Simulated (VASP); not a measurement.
# InP (Fm-3m) in VASP: a series of runs

Runs on InP. Level: LDA. Tasks: vibrations by perturbation theory.

Everything below comes from runs of VASP 6.6.1. Logs are shortened: lines on timing, memory, paths and dates and some standing lists are left out, and cuts for length are marked.

## 1. The cell of the first run

It takes space group Fm-3m (No. 225, cubic). Conventional cell: a = 5.299 Å, b = 5.299 Å, c = 5.299 Å, α = 90.00°, β = 90.00°, γ = 90.00°. Within 3.5 Å of In (site symmetry m-3m) lie 6 P at 2.65 Å. Within 3.5 Å of P (site symmetry m-3m) lie 6 In at 2.65 Å.

## 2. Vibrations by perturbation theory, LDA

INCAR

```
ALGO = Normal
EDIFF = 1E-8
ENCUT = 520
IBRION = 8
ISIF = 2
ISMEAR = -1
LASPH = True
LCHARG = True
LREAL = False
LWAVE = False
NBANDS = 16
NELM = 100
NSW = 1
PREC = Accurate
SIGMA = 0.15
```

KPOINTS

```
k-points
0
Gamma
  14 14 14
```

POSCAR

```
InP
1.0
    0.0000000000      2.6497014646      2.6497014646
    2.6497014646      0.0000000000      2.6497014646
    2.6497014646      2.6497014646      0.0000000000
In P
1 1
Direct
    0.0000000000      0.0000000000      0.0000000000
    0.5000000000      0.5000000000      0.5000000000
```

Potentials or basis: VASP PAW LDA potentials, release 64 (In_d, P).

Run with:

```sh
$ cat potpaw_LDA.64/In_d/POTCAR potpaw_LDA.64/P/POTCAR > POTCAR
$ mpirun -np 1 vasp_std > vasp.out
```

OUTCAR:

```text
EDIFF = 1E-8
   ENCUT = 520
   IBRION = 8
   ISIF = 2
   ISMEAR = -1
   LASPH = True
   LREAL = False
   NELM = 100
   NSW = 1
   PREC = Accurate

 ion  position               nearest neighbor table
   1  0.000  0.000  0.000-   2 2.65   2 2.65   2 2.65   2 2.65   2 2.65   2 2.65
   2  0.500  0.500  0.500-   1 2.65   1 2.65   1 2.65   1 2.65   1 2.65   1 2.65

  LATTYP: Found a face centered cubic cell.
 ALAT       =     5.2994029292

  Lattice vectors:

 A1 = (   0.0000000000,   2.6497014646,   2.6497014646)
 A2 = (   2.6497014646,   0.0000000000,   2.6497014646)
 A3 = (   2.6497014646,   2.6497014646,   0.0000000000)

Analysis of symmetry for initial positions (statically):
=====================================================================
 Subroutine PRICEL returns:
 Original cell was already a primitive cell.

 Routine SETGRP: Setting up the symmetry group for a
 face centered cubic supercell.

 Subroutine GETGRP returns: Found 48 space group operations
 (whereof 48 operations were pure point group operations)
 out of a pool of 48 trial point group operations.

The static configuration has the point symmetry O_h .

Analysis of symmetry for dynamics (positions and initial velocities):
=====================================================================
 Subroutine PRICEL returns:
 Original cell was already a primitive cell.

 Routine SETGRP: Setting up the symmetry group for a
 face centered cubic supercell.

 Subroutine GETGRP returns: Found 48 space group operations
 (whereof 48 operations were pure point group operations)
 out of a pool of 48 trial point group operations.

The dynamic configuration has the point symmetry O_h .

 Subroutine INISYM returns: Found 48 space group operations
 (whereof 48 operations are pure point group operations),
 and found     1 'primitive' translations

----------------------------------------------------------------------------------------

                                     Primitive cell

  volume of cell :      37.2067

  direct lattice vectors                    reciprocal lattice vectors
     0.000000000  2.649701465  2.649701465    -0.188700503  0.188700503  0.188700503
     2.649701465  0.000000000  2.649701465     0.188700503 -0.188700503  0.188700503
     2.649701465  2.649701465  0.000000000     0.188700503  0.188700503 -0.188700503

  length of vectors
     3.747243747  3.747243747  3.747243747     0.326838859  0.326838859  0.326838859

  position of ions in fractional coordinates (direct lattice)
     0.000000000  0.000000000  0.000000000
     0.500000000  0.500000000  0.500000000

  ion indices of the primitive-cell ions
   primitive index   ion index
                 1           1
                 2           2

----------------------------------------------------------------------------------------

 KPOINTS: k-points

Automatic generation of k-mesh.
 Grid dimensions read from file:
 generate k-points for:   14   14   14

 Generating k-lattice:

  Cartesian coordinates                     Fractional coordinates (reciprocal lattice)
    -0.013478607  0.013478607  0.013478607     0.071428571  0.000000000  0.000000000
     0.013478607 -0.013478607  0.013478607     0.000000000  0.071428571  0.000000000
     0.013478607  0.013478607 -0.013478607     0.000000000  0.000000000  0.071428571

  Length of vectors
     0.023345633  0.023345633  0.023345633

  Shift w.r.t. Gamma in fractional coordinates (k-lattice)
     0.000000000  0.000000000  0.000000000

 Subroutine IBZKPT returns following result:
[... 73 lines left out ...]
   LORBIT       =      0    0 simple, 1 ext, 2 COOP (PROOUT), +10 PAW based schemes
   GGA     = CA    functional components
   LHFCALC =     F    Hartree Fock is set to
   AEXX    =    0.0000 exact exchange contribution
   IVDW    =     0    specifies the selected vdW correction
   LEPSILON=     F    determine dielectric tensor
   LRPA    =     F    only Hartree local field effects (RPA)
 non-spin polarized calculation
  energy-cutoff  :      520.00
  volume of cell :       37.21
 maximum number of plane-waves:      1018
   NGX = 13   NGY = 13   NGZ = 13

--------------------------------------- Ionic step        1  -------------------------------------------

 number of electron      17.9999990 magnetization

 Free energy of the ion-electron system (eV)
  ---------------------------------------------------
  ext. energy  EPLUGINS =         0.00000000
  ---------------------------------------------------
  free energy    TOTEN  =        -9.30037477 eV

  energy without entropy =       -9.23836991  energy(sigma->0) =       -9.26937234

 E-fermi :   8.6243     XC(G=0): -11.2508

 val. band max:        8.6163171958   @ k =  -0.1429   0.2143   0.0714
 cond. band min:       8.6251537916   @ k =   0.3571   0.0000   0.0000
 fundamental gap:      0.0088365958
 Fermi energy:         8.6243084060

 k-point     1 :       0.0000    0.0000    0.0000
  band No.  band energies     occupation
      1      -5.7847      2.00000
      2      -5.7847      2.00000
      3      -5.7514      2.00000
      4      -5.7514      2.00000
      5      -5.7514      2.00000
      6      -4.4815      2.00000
[... 433 lines left out ...]
      3      -5.7751      2.00000
      4      -5.6925      2.00000
      5      -5.6683      2.00000
      6      -3.3547      2.00000
[... 8 lines left out ...]
     15      19.0714      0.00000
     16      19.3432      0.00000

 [... further k-points ...]

------------------------ aborting loop because EDIFF is reached ----------------------------------------

  FORCE on cell =-STRESS in cart. coord.  units (eV):
  Direction    XX          YY          ZZ          XY          YZ          ZX
  --------------------------------------------------------------------------------------
  -------------------------------------------------------------------------------------
  Total        1.6518057      1.6518057      1.6518057     -0.0000000     -0.0000000      0.0000000
  in kB       71.1293299     71.1293299     71.1293299     -0.0000000     -0.0000000      0.0000000
  external PRESSURE =      71.1293299 kB  Pullay stress =       0.0000000 kB

 VOLUME and BASIS-vectors are now :
 -----------------------------------------------------------------------------
  energy-cutoff  :      520.00
  volume of cell :       37.21
      direct lattice vectors                 reciprocal lattice vectors
     0.000000000  2.649701465  2.649701465    -0.188700503  0.188700503  0.188700503
     2.649701465  0.000000000  2.649701465     0.188700503 -0.188700503  0.188700503
     2.649701465  2.649701465  0.000000000     0.188700503  0.188700503 -0.188700503

 POSITION                                       TOTAL-FORCE (eV/Angst)
 -----------------------------------------------------------------------------------
      0.00000      0.00000      0.00000        -0.000000      0.000000      0.000000
      2.64970      2.64970      2.64970         0.000000     -0.000000     -0.000000
 -----------------------------------------------------------------------------------
    total drift:                               -0.000000      0.000000      0.000000

  FREE ENERGIE OF THE ION-ELECTRON SYSTEM (eV)
  ---------------------------------------------------
  free  energy   TOTEN  =        -9.3003747722 eV

  energy  without entropy=       -9.2383699131  energy(sigma->0) =       -9.26937234

[... ionic steps 2 to 3 ...]

--------------------------------------- Ionic step        4  -------------------------------------------

------------------------ aborting loop because EDIFF is reached ----------------------------------------

[... ionic steps 5 to 6 ...]

--------------------------------------- Ionic step        7  -------------------------------------------

 Free energy of the ion-electron system (eV)
  ---------------------------------------------------
  ---------------------------------------------------
  free energy    TOTEN  =        -0.04750103 eV

  energy without entropy =       -0.04750103

------------------------ aborting loop because EDIFF is reached ----------------------------------------

 INTERNAL STRAIN TENSOR  FOR ION    2  DIRECTION 1   (eV/Angst):
 -----------------------------------------------------------------------------
    -0.05766 -0.00000 -0.00000
    -0.00000  0.03570  0.00000
    -0.00000  0.00000  0.03570

 INTERNAL STRAIN TENSOR FOR ION    2 for displacements in x,y,z  (eV/Angst):
          X           Y           Z          XY          YZ          ZX
  --------------------------------------------------------------------------------
  x     0.00000     0.00000     0.00000     0.00000     0.00000     0.00000
  y     0.00000     0.00000     0.00000     0.00000     0.00000     0.00000
  z     0.00000     0.00000     0.00000     0.00000     0.00000     0.00000

 SECOND DERIVATIVES (NOT SYMMETRIZED)
 ------------------------------------
               1X          1Y          1Z          2X          2Y          2Z
  1X    -4.121948    0.000000    0.000000    4.121948    0.000000    0.000000
  1Y     0.000000   -4.121948    0.000000    0.000000    4.121948    0.000000
  1Z     0.000000    0.000000   -4.121948    0.000000    0.000000    4.121948
  2X     4.147078    0.000000    0.000000   -4.147078    0.000000    0.000000
  2Y     0.000000    4.147078    0.000000    0.000000   -4.147078    0.000000
  2Z     0.000000    0.000000    4.147078    0.000000    0.000000   -4.147078

 Eigenvectors and eigenvalues of the dynamical matrix
 ----------------------------------------------------

   1 f  =    6.441765 THz    40.474801 2PiTHz  214.874138 cm-1    26.640986 meV
             X         Y         Z           dx          dy          dz
      0.000000  0.000000  0.000000     0.000000    0.459822    0.000000
      2.649701  2.649701  2.649701     0.000000   -0.888011    0.000000
[... 21 lines left out ...]
   6 f/i=    0.007994 THz     0.050228 2PiTHz    0.266650 cm-1     0.033060 meV
             X         Y         Z           dx          dy          dz
      0.000000  0.000000  0.000000     0.000000    0.000000    0.888011
      2.649701  2.649701  2.649701     0.000000    0.000000    0.459822

--------------------------------------------------------------------------------------------------------

 ELASTIC MODULI CONTR FROM IONIC RELAXATION (kBar)
 Direction    XX          YY          ZZ          XY          YZ          ZX
 --------------------------------------------------------------------------------
 XX           0.0000      0.0000      0.0000      0.0000      0.0000      0.0000
 YY           0.0000      0.0000      0.0000      0.0000      0.0000      0.0000
 ZZ           0.0000      0.0000      0.0000      0.0000      0.0000      0.0000
 XY           0.0000      0.0000      0.0000      0.0000      0.0000      0.0000
 YZ           0.0000      0.0000      0.0000      0.0000      0.0000      0.0000
 ZX           0.0000      0.0000      0.0000      0.0000      0.0000      0.0000
 --------------------------------------------------------------------------------
```

Wall time 3.5 min (1 thread of Intel Xeon 6975P-C (Granite Rapids), shared host); peak memory 0.4 GiB.

What came out:

* Highest phonon frequency at Γ, LO-TO splitting left out: 215 cm⁻¹

Phonon frequencies in cm⁻¹ (negative: imaginary):
| q point | frequencies |
| --- | --- |
| (0.000, 0.000, 0.000) | 0 0 0 215 215 215 |

Caveat: the cell stands under pressure or tension, which shifts response properties; spin-orbit coupling is left out, which moves the levels of the heavy elements.

## 3. Vibrations by perturbation theory, LDA (19.50 Å³/atom)

This run uses another cell than the first one, of 19.50 Å³/atom.

INCAR

```
SYSTEM = InP
ALGO = Normal
EDIFF = 1E-8
ENCUT = 520
GGA = CA
IBRION = 8
ISIF = 2
ISMEAR = -1
LASPH = .True.
LCHARG = .False.
LREAL = .False.
LWAVE = .False.
NELM = 80
NSW = 1
PREC = Accurate
SIGMA = 0.15
```

KPOINTS

```
k-points
0
Gamma
  14 14 14
  0 0 0
```

POSCAR

```
InP
1.0
    0.0000000000      2.6914463608      2.6914463608
    2.6914463608      0.0000000000      2.6914463608
    2.6914463608      2.6914463608      0.0000000000
In P
1 1
Direct
    0.0000000000      0.0000000000      0.0000000000
    0.5000000000      0.5000000000      0.5000000000
```

Potentials or basis: VASP PAW LDA potentials, release 64 (In_d, P).

Run with:

```sh
$ cat potpaw_LDA.64/In_d/POTCAR potpaw_LDA.64/P/POTCAR > POTCAR
$ mpirun -np 1 vasp_std > vasp.out
```

OUTCAR:

```text
SYSTEM = InP
   EDIFF = 1E-8
   ENCUT = 520
   GGA = CA
   IBRION = 8
   ISIF = 2
   ISMEAR = -1
   LASPH = .True.
   LREAL = .False.
   NELM = 80
   NSW = 1
   PREC = Accurate

 ion  position               nearest neighbor table
   1  0.000  0.000  0.000-   2 2.69   2 2.69   2 2.69   2 2.69   2 2.69   2 2.69
   2  0.500  0.500  0.500-   1 2.69   1 2.69   1 2.69   1 2.69   1 2.69   1 2.69

  LATTYP: Found a face centered cubic cell.
 ALAT       =     5.3828927216

  Lattice vectors:

 A1 = (   0.0000000000,   2.6914463608,   2.6914463608)
 A2 = (   2.6914463608,   0.0000000000,   2.6914463608)
 A3 = (   2.6914463608,   2.6914463608,   0.0000000000)

Analysis of symmetry for initial positions (statically):
=====================================================================
 Subroutine PRICEL returns:
 Original cell was already a primitive cell.

 Routine SETGRP: Setting up the symmetry group for a
 face centered cubic supercell.

 Subroutine GETGRP returns: Found 48 space group operations
 (whereof 48 operations were pure point group operations)
 out of a pool of 48 trial point group operations.

The static configuration has the point symmetry O_h .

Analysis of symmetry for dynamics (positions and initial velocities):
=====================================================================
 Subroutine PRICEL returns:
 Original cell was already a primitive cell.

 Routine SETGRP: Setting up the symmetry group for a
[... 570 lines left out ...]
      2.69145      2.69145      2.69145         0.000000     -0.000000      0.000000
 -----------------------------------------------------------------------------------
    total drift:                               -0.000000      0.000000      0.000000

  FREE ENERGIE OF THE ION-ELECTRON SYSTEM (eV)
  ---------------------------------------------------
  free  energy   TOTEN  =        -9.3505641355 eV

  energy  without entropy=       -9.2853752933  energy(sigma->0) =       -9.31796971

[... ionic steps 2 to 3 ...]

--------------------------------------- Ionic step        4  -------------------------------------------

------------------------ aborting loop because EDIFF is reached ----------------------------------------

[... ionic steps 5 to 6 ...]

--------------------------------------- Ionic step        7  -------------------------------------------

 Free energy of the ion-electron system (eV)
  ---------------------------------------------------
  ---------------------------------------------------
  free energy    TOTEN  =        -0.04742598 eV

  energy without entropy =       -0.04742597

------------------------ aborting loop because EDIFF is reached ----------------------------------------

 INTERNAL STRAIN TENSOR  FOR ION    2  DIRECTION 1   (eV/Angst):
 -----------------------------------------------------------------------------
    -0.05384  0.00000 -0.00000
     0.00000  0.03456  0.00000
    -0.00000  0.00000  0.03456

 INTERNAL STRAIN TENSOR FOR ION    2 for displacements in x,y,z  (eV/Angst):
          X           Y           Z          XY          YZ          ZX
  --------------------------------------------------------------------------------
  x     0.00000     0.00000     0.00000     0.00000     0.00000     0.00000
  y     0.00000     0.00000     0.00000     0.00000     0.00000     0.00000
  z     0.00000     0.00000     0.00000     0.00000     0.00000     0.00000

 SECOND DERIVATIVES (NOT SYMMETRIZED)
 ------------------------------------
               1X          1Y          1Z          2X          2Y          2Z
  1X    -3.196766    0.000000    0.000000    3.196766    0.000000    0.000000
  1Y     0.000000   -3.196766    0.000000    0.000000    3.196766    0.000000
  1Z     0.000000    0.000000   -3.196766    0.000000    0.000000    3.196766
  2X     3.166497    0.000000    0.000000   -3.166497    0.000000    0.000000
  2Y     0.000000    3.166497    0.000000    0.000000   -3.166497    0.000000
  2Z     0.000000    0.000000    3.166497    0.000000    0.000000   -3.166497

 Eigenvectors and eigenvalues of the dynamical matrix
 ----------------------------------------------------

   1 f  =    5.638246 THz    35.426147 2PiTHz  188.071655 cm-1    23.317903 meV
             X         Y         Z           dx          dy          dz
      0.000000  0.000000  0.000000     0.000000    0.000000   -0.462654
      2.691446  2.691446  2.691446     0.000000    0.000000    0.886539
[... 21 lines left out ...]
   6 f/i=    0.011000 THz     0.069118 2PiTHz    0.366935 cm-1     0.045494 meV
             X         Y         Z           dx          dy          dz
      0.000000  0.000000  0.000000     0.817133   -0.233319   -0.252602
      2.691446  2.691446  2.691446     0.426433   -0.121761   -0.131824

--------------------------------------------------------------------------------------------------------

 ELASTIC MODULI CONTR FROM IONIC RELAXATION (kBar)
 Direction    XX          YY          ZZ          XY          YZ          ZX
 --------------------------------------------------------------------------------
 XX           0.0000      0.0000      0.0000      0.0000      0.0000      0.0000
 YY           0.0000      0.0000      0.0000      0.0000      0.0000      0.0000
 ZZ           0.0000      0.0000      0.0000      0.0000      0.0000      0.0000
 XY           0.0000      0.0000      0.0000      0.0000      0.0000      0.0000
 YZ           0.0000      0.0000      0.0000      0.0000      0.0000      0.0000
 ZX           0.0000      0.0000      0.0000      0.0000      0.0000      0.0000
 --------------------------------------------------------------------------------
```

stdout:

```text
POSCAR found type information on POSCAR InP
 POSCAR found :  2 types and       2 ions
 scaLAPACK will be used
 LDA part: xc-table for (Slater(with rela. corr.)+CA(PZ))
 , standard interpolation
 POSCAR, INCAR and KPOINTS ok, starting setup
 FFT: planning ... GRIDC
 FFT: planning ... GRID_SOFT
 FFT: planning ... GRID
 WAVECAR not read
 entering main loop
 Linear response reoptimize wavefunctions to high precision
 Linear response DOF=           2
 Linear response progress:
 first order change of Fermi-energy  -0.59780E-03
 force on displaced ion       1 direction 1 :  -3.197   0.000   0.000
 Linear response progress:
 first order change of Fermi-energy   0.18152E-02
 force on displaced ion       2 direction 1 :  -3.166   0.000   0.000
 Linear response finished
```

It took 2.7 min on 1 thread of Intel Xeon 6975P-C (Granite Rapids), shared host; peak memory 0.37 GiB.

Results:

```yaml
Highest_phonon_frequency_at_Γ_LO-TO_splitting_left_out: 188 cm⁻¹
```

Phonon frequencies in cm⁻¹ (negative: imaginary):
```
              q point        frequencies
(0.000, 0.000, 0.000)  0 0 0 188 188 188
```

Caveat: the cell stands under pressure or tension, which shifts response properties; spin-orbit coupling is left out, which moves the levels of the heavy elements.

[end of part 1 of 2]
